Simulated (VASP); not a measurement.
# CdS (Hawleyite) (F-43m) in VASP: notebook

The runs below take CdS (Hawleyite) through elastic constants, vibrations by perturbation theory, dielectric tensor, with LDA, PBE.

All numbers are computed with VASP 6.6.1; they aren't measurements. Logs are shortened: lines on timing, memory, paths and dates and some standing lists are left out, and cuts for length are marked.

**1. The cell of the first run**

It takes space group F-43m (No. 216, cubic). The conventional cell has a = 5.833 Å, b = 5.833 Å, c = 5.833 Å, α = 90.00°, β = 90.00°, γ = 90.00°. Within 3.3 Å of Cd (site symmetry -43m) lie 4 S at 2.53 Å. Within 3.3 Å of S (site symmetry -43m) lie 4 Cd at 2.53 Å.

**2. Elastic constants, LDA**

Contents of INCAR:

```
PREC = Accurate ; ENCUT = 600
EDIFF = 1E-8 ; ISMEAR = 0
SIGMA = 0.01 ; LREAL = F
LASPH = T ; NELM = 60
ALGO = Normal ; ISIF = 3
LWAVE = F ; LCHARG = F
GGA = CA ; NBANDS = 16
IBRION = 6 ; NFREE = 2
POTIM = 0.015 ; NSW = 1
```

Contents of KPOINTS:

```
Automatic mesh
0
Gamma
  6 6 6
```

Contents of POSCAR:

```
CdS
1.0
    0.0000000000      2.9165000000      2.9165000000
    2.9165000000      0.0000000000      2.9165000000
    2.9165000000      2.9165000000      0.0000000000
Cd S
1 1
Direct
    0.0000000000      0.0000000000      0.0000000000
    0.7500000000      0.7500000000      0.7500000000
```

Potentials or basis: VASP PAW LDA potentials, release 64 (Cd, S).

The run is started by

```bash
$ cat potpaw_LDA.64/Cd/POTCAR potpaw_LDA.64/S/POTCAR > POTCAR
$ mpirun -np 1 vasp_std > vasp.out
```

OUTCAR:

```text
PREC = Accurate
   ENCUT = 600
   EDIFF = 1E-8
   ISMEAR = 0
   LREAL = F
   LASPH = T
   NELM = 60
   ISIF = 3
   GGA = CA
   IBRION = 6
   NFREE = 2
   POTIM = 0.015
   NSW = 1

 ion  position               nearest neighbor table
   1  0.000  0.000  0.000-   2 2.53   2 2.53   2 2.53   2 2.53
   2  0.750  0.750  0.750-   1 2.53   1 2.53   1 2.53   1 2.53

  LATTYP: Found a face centered cubic cell.
 ALAT       =     5.8330000000

  Lattice vectors:

 A1 = (   0.0000000000,   2.9165000000,   2.9165000000)
 A2 = (   2.9165000000,   0.0000000000,   2.9165000000)
 A3 = (   2.9165000000,   2.9165000000,   0.0000000000)

Analysis of symmetry for initial positions (statically):
=====================================================================
 Subroutine PRICEL returns:
 Original cell was already a primitive cell.

 Routine SETGRP: Setting up the symmetry group for a
 face centered cubic supercell.

 Subroutine GETGRP returns: Found 24 space group operations
 (whereof 24 operations were pure point group operations)
 out of a pool of 48 trial point group operations.

The static configuration has the point symmetry T_d .

Analysis of symmetry for dynamics (positions and initial velocities):
=====================================================================
 Subroutine PRICEL returns:
 Original cell was already a primitive cell.

 Routine SETGRP: Setting up the symmetry group for a
 face centered cubic supercell.

 Subroutine GETGRP returns: Found 24 space group operations
 (whereof 24 operations were pure point group operations)
 out of a pool of 48 trial point group operations.

The dynamic configuration has the point symmetry T_d .

 Subroutine INISYM returns: Found 24 space group operations
 (whereof 24 operations are pure point group operations),
 and found     1 'primitive' translations

----------------------------------------------------------------------------------------

                                     Primitive cell

  volume of cell :      49.6153

  direct lattice vectors                    reciprocal lattice vectors
     0.000000000  2.916500000  2.916500000    -0.171438368  0.171438368  0.171438368
     2.916500000  0.000000000  2.916500000     0.171438368 -0.171438368  0.171438368
     2.916500000  2.916500000  0.000000000     0.171438368  0.171438368 -0.171438368

  length of vectors
     4.124553855  4.124553855  4.124553855     0.296939964  0.296939964  0.296939964

  position of ions in fractional coordinates (direct lattice)
     0.000000000  0.000000000  0.000000000
     0.750000000  0.750000000  0.750000000

  ion indices of the primitive-cell ions
   primitive index   ion index
                 1           1
                 2           2

----------------------------------------------------------------------------------------

 KPOINTS: Automatic mesh

Automatic generation of k-mesh.
 Grid dimensions read from file:
 generate k-points for:    6    6    6

 Generating k-lattice:

  Cartesian coordinates                     Fractional coordinates (reciprocal lattice)
    -0.028573061  0.028573061  0.028573061     0.166666667  0.000000000  0.000000000
     0.028573061 -0.028573061  0.028573061     0.000000000  0.166666667  0.000000000
     0.028573061  0.028573061 -0.028573061     0.000000000  0.000000000  0.166666667

  Length of vectors
[... 87 lines left out ...]

 number of electron      17.9999999 magnetization

 Free energy of the ion-electron system (eV)
  ---------------------------------------------------
  ext. energy  EPLUGINS =         0.00000000
  ---------------------------------------------------
  free energy    TOTEN  =        -7.39485769 eV

  energy without entropy =       -7.39485769  energy(sigma->0) =       -7.39485769

------------------------ aborting loop because EDIFF is reached ----------------------------------------

  FORCE on cell =-STRESS in cart. coord.  units (eV):
  Direction    XX          YY          ZZ          XY          YZ          ZX
  --------------------------------------------------------------------------------------
  -------------------------------------------------------------------------------------
  Total       -0.6241728     -0.6241728     -0.6241728     -0.0000000      0.0000000      0.0000000
  in kB      -20.1557752    -20.1557752    -20.1557752     -0.0000000      0.0000000      0.0000000
  external PRESSURE =     -20.1557752 kB  Pullay stress =       0.0000000 kB
[... 89 lines left out ...]
  FREE ENERGIE OF THE ION-ELECTRON SYSTEM (eV)
  ---------------------------------------------------
  free  energy   TOTEN  =        -7.4016332404 eV

  energy  without entropy=       -7.4016332404  energy(sigma->0) =       -7.40163324

[... ionic steps 4 to 14 ...]

--------------------------------------- Ionic step       15  -------------------------------------------

 number of electron      18.0000001 magnetization

------------------------ aborting loop because EDIFF is reached ----------------------------------------
[... 67 lines left out ...]
--------------------------------------- Ionic step       17  -------------------------------------------

 number of electron      17.9999999 magnetization

 Free energy of the ion-electron system (eV)
  ---------------------------------------------------
  ext. energy  EPLUGINS =         0.00000000
  ---------------------------------------------------
  free energy    TOTEN  =        -7.39430534 eV

  energy without entropy =       -7.39430534  energy(sigma->0) =       -7.39430534

 E-fermi :   1.1801     XC(G=0):  -9.5854

 val. band max:        1.1344547346   @ k =   0.0000   0.0000   0.0000
 cond. band min:       2.0202220879   @ k =   0.0000   0.0000   0.0000
 fundamental gap:      0.8857673533
 Fermi energy:         1.1801471920

 k-point     1 :       0.0000    0.0000    0.0000
  band No.  band energies     occupation
      1     -11.2265      2.00000
      2      -6.6622      2.00000
      3      -6.6512      2.00000
      4      -6.6403      2.00000
      5      -6.1669      2.00000
      6      -6.1668      2.00000
[... 433 lines left out ...]
      3      -6.4618      2.00000
      4      -6.2046      2.00000
      5      -6.1219      2.00000
      6      -5.7660      2.00000
[... 8 lines left out ...]
     15      13.6929      0.00000
     16      13.7641      0.00000

 [... further k-points ...]
[... 5 lines left out ...]
  --------------------------------------------------------------------------------------
  -------------------------------------------------------------------------------------
  Total       -0.6242532     -0.6221891     -0.6221891      0.0000000     -0.0902674      0.0000000
  in kB      -20.1583694    -20.0917168    -20.0917168      0.0000000     -2.9149132      0.0000000
  external PRESSURE =     -20.1139343 kB  Pullay stress =       0.0000000 kB
[... 17 lines left out ...]
  FREE ENERGIE OF THE ION-ELECTRON SYSTEM (eV)
  ---------------------------------------------------
  free  energy   TOTEN  =        -7.3943053386 eV

  energy  without entropy=       -7.3943053386  energy(sigma->0) =       -7.39430534

 INTERNAL STRAIN TENSORS FROM STRAINED CELLS
 ============================================

 INTERNAL STRAIN TENSOR FOR ION    1 for displacements in x,y,z  (eV/Angst):
          X           Y           Z          XY          YZ          ZX
  --------------------------------------------------------------------------------
  x    -0.00000     0.00000    -0.00000     0.00000    -6.00122     0.00000
  y    -0.00000     0.00000    -0.00000     0.00000    -0.00000    -6.00119
  z    -0.00000     0.00000    -0.00000    -6.00181     0.00000     0.00000

 INTERNAL STRAIN TENSORS FROM DISPLACED ATOMS
 ============================================

 INTERNAL STRAIN TENSOR FOR ION    1 for displacements in x,y,z  (eV/Angst):
          X           Y           Z          XY          YZ          ZX
  --------------------------------------------------------------------------------
  x    -0.00000    -0.00000    -0.00000     0.00000    -6.00907     0.00000
  y     0.00000     0.00000     0.00000     0.00000     0.00000    -6.00907
  z    -0.00000    -0.00000    -0.00000    -6.00907     0.00000     0.00000

 INTERNAL STRAIN TENSOR FOR ION    2 for displacements in x,y,z  (eV/Angst):
          X           Y           Z          XY          YZ          ZX
  --------------------------------------------------------------------------------
  x     0.00000     0.00000     0.00000     0.00000     6.01092     0.00000
  y    -0.00000    -0.00000    -0.00000     0.00000     0.00000     6.01092
  z     0.00000     0.00000     0.00000     6.01092     0.00000     0.00000

 Eigenvectors and eigenvalues of the dynamical matrix
 ----------------------------------------------------

   1 f  =    6.929217 THz    43.537553 2PiTHz  231.133791 cm-1    28.656925 meV
             X         Y         Z           dx          dy          dz
      0.000000  0.000000  0.000000     0.000000    0.470814    0.000000
      4.374750  4.374750  4.374750     0.000000   -0.882232    0.000000
[... 21 lines left out ...]
   6 f/i=    0.002329 THz     0.014633 2PiTHz    0.077683 cm-1     0.009631 meV
             X         Y         Z           dx          dy          dz
      0.000000  0.000000  0.000000     0.000000    0.000000    0.882232
      4.374750  4.374750  4.374750     0.000000    0.000000    0.470814

--------------------------------------------------------------------------------------------------------

 ELASTIC MODULI CONTR FROM IONIC RELAXATION (kBar)
 Direction    XX          YY          ZZ          XY          YZ          ZX
 --------------------------------------------------------------------------------
 XX          -0.0000     -0.0000     -0.0000     -0.0000     -0.0000      0.0000
 YY          -0.0000     -0.0000     -0.0000     -0.0000     -0.0000      0.0000
 ZZ          -0.0000     -0.0000     -0.0000     -0.0000     -0.0000      0.0000
 XY          -0.0000     -0.0000     -0.0000   -238.0767      0.0000      0.0000
 YZ          -0.0000     -0.0000     -0.0000      0.0000   -238.0767      0.0000
 ZX           0.0000      0.0000      0.0000      0.0000      0.0000   -238.0767
 --------------------------------------------------------------------------------

 TOTAL ELASTIC MODULI (kBar)
 Direction    XX          YY          ZZ          XY          YZ          ZX
 --------------------------------------------------------------------------------
 XX         755.8322    529.2351    529.2351      0.0000      0.0000      0.0000
 YY         529.2351    755.8322    529.2351     -0.0000     -0.0000      0.0000
 ZZ         529.2351    529.2351    755.8322      0.0000     -0.0000      0.0000
 XY           0.0000     -0.0000      0.0000    287.8618      0.0000      0.0000
 YZ           0.0000     -0.0000     -0.0000      0.0000    287.8618      0.0000
 ZX           0.0000      0.0000      0.0000      0.0000      0.0000    287.8618
 --------------------------------------------------------------------------------
```

Wall time 10 min (1 thread of Intel Xeon 6975P-C, shared host); peak memory 0.26 GiB.

What came out:

```yaml
Elastic_constants_C11_C12_C44: 76, 53, 29 GPa
Voigt_bulk_modulus: 60 GPa
Highest_phonon_frequency_at_Γ_LO-TO_splitting_left_out: 231 cm⁻¹
```

Phonon frequencies in cm⁻¹ (negative: imaginary):
```csv
q point,frequencies
"(0.000, 0.000, 0.000)",0 0 0 231 231 231
```

Elastic tensor in Voigt notation (GPa, in the Cartesian axes of the cell as first typed):
```
76 53 53  0  0  0
53 76 53  0  0  0
53 53 76  0  0  0
 0  0  0 29  0  0
 0  0  0  0 29  0
 0  0  0  0  0 29
```

Clamped-ion elastic tensor (GPa):
```
76 53 53  0  0  0
53 76 53  0  0  0
53 53 76  0  0  0
 0  0  0 53  0  0
 0  0  0  0 53  0
 0  0  0  0  0 53
```

Caveat: the cell is under stress, which shifts elastic constants.

(Part 1 of 3 ends here.)
